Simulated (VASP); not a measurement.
## InSb: single point with PBE

The system is InSb.

```
In Sb
1.0
     0.00000    3.36866    3.36866
     3.36866    0.00000    3.36866
     3.36866    3.36866    0.00000
In Sb
1 1
Cartesian
  0.0000 0.0000 0.0000
  5.0530 5.0530 5.0530
```

This cell differs from its parent crystal: strain +0.040 along x and y, +0.040 along z.

* Program: VASP 6.6.1
* Task: single point
* Functional: PBE
* Potentials or basis: VASP PAW PBE potentials, release 64 (In_d, Sb)
* Cutoff: 520 eV
* k mesh: 12 × 12 × 12
* Occupations: gaussian, width 0.15 eV
* Spin: no spin polarisation
* Dipole correction: no
* Further INCAR settings: ALGO = Normal; EDIFF = 1e-06; NBANDS = 16

```
Pressure               : -1.5 GPa
Band gap on the k mesh : zero (filled and empty bands touch)
```

Levels at points of the mesh, in eV from the Fermi level:
```
           k point  band 5  band 6  band 7  band 8  band 9  band 10  band 11  band 12  band 13  band 14
(0.00, 0.00, 0.00)  -14.46  -10.15   -0.96   -0.12   -0.12    -0.12     2.84     2.84     2.84     5.49
(0.50, 0.00, 0.00)  -14.46   -9.07   -5.24   -0.96   -0.96     0.23     3.66     3.66     5.99     7.50
(0.50, 0.50, 0.00)  -14.45   -8.59   -5.57   -2.02   -2.02     1.24     1.41     7.34     7.34     7.95
```

Wall time 28 s on 1 thread of Intel(R) Xeon(R) 6975P-C (Granite Rapids) (shared host), peak memory 0.26 GiB.

Caveat: the cell differs from its parent crystal (strain +0.040 along x and y, +0.040 along z); spin-orbit coupling is left out, which moves the levels of the heavy elements.
